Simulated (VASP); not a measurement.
Here is a VASP 6.6.1 calculation.

INCAR

```
ALGO = Normal ; EDIFF = 1E-6
ENCUT = 500 ; GGA = CA
GGA_COMPAT = F ; ISIF = 2
ISMEAR = -1 ; LASPH = T
LCHARG = F ; LREAL = F
LWAVE = F ; NBANDS = 11
NELM = 120 ; PREC = Accurate
SIGMA = 0.05
```

KPOINTS

```
k-points
0
Gamma
  9 9 9
```

The input POSCAR:

```
Pt
1.0
   -1.5868559782      1.5868559782      1.5868559782
    1.5868559782     -1.5868559782      1.5868559782
    1.5868559782      1.5868559782     -1.5868559782
Pt
1
Direct
    0.0000000000      0.0000000000      0.0000000000
```

Potentials or basis: VASP PAW LDA potentials, release 64 (Pt).

The run is started by

```console
$ cat potpaw_LDA.64/Pt/POTCAR > POTCAR
$ mpirun -np 1 vasp_std > vasp.out
```

Q: Estimate the pressure.

A: -16.9 GPa.

Q: Predict the band gap on the k mesh.

A: Zero (bands 5 and 6 overlap by 1.71 eV).

Caveat: the cell stands under tension; spin-orbit coupling is left out, which moves the levels of the heavy elements.
